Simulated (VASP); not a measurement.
A run of VASP 6.6.1:

INCAR

```
PREC = Accurate ; ENCUT = 520
EDIFF = 1E-7 ; ISMEAR = 0
SIGMA = 0.1 ; LREAL = False
LASPH = True ; NELM = 100
ALGO = Normal ; ISIF = 2
LWAVE = False ; LCHARG = False
GGA = PS ; NBANDS = 38
```

KPOINTS

```
Automatic mesh
0
Gamma
  8 8 8
```

The input POSCAR:

```
Re
1.0
    4.9073164380      0.0000000000      0.0000000000
    0.0000000000      4.9073164380      0.0000000000
    0.0000000000      0.0000000000      4.9073164380
Re
8
Direct
    0.5000000000      0.5000000000      0.5000000000
    0.0000000000      0.0000000000      0.0000000000
    0.2500000000      0.0000000000      0.5000000000
    0.5000000000      0.2500000000      0.0000000000
    0.5000000000      0.7500000000      0.0000000000
    0.7500000000      0.0000000000      0.5000000000
    0.0000000000      0.5000000000      0.7500000000
    0.0000000000      0.5000000000      0.2500000000
```

Potentials or basis: VASP PAW PBE potentials, release 64 (Re).

Run with:

```bash
$ cat potpaw_PBE.64/Re/POTCAR > POTCAR
$ mpirun -np 1 vasp_std > vasp.out
```

Hardware: 1 thread of Intel(R) Xeon(R) 6975P-C (Granite Rapids), on a shared host.

Question: Estimate the wall time of this run.

Answer: Wall time 110 s on 1 thread of Intel(R) Xeon(R) 6975P-C (Granite Rapids), with other jobs on the host, peak memory 0.26 GiB. Counts: scf iterations 16, k points 35.
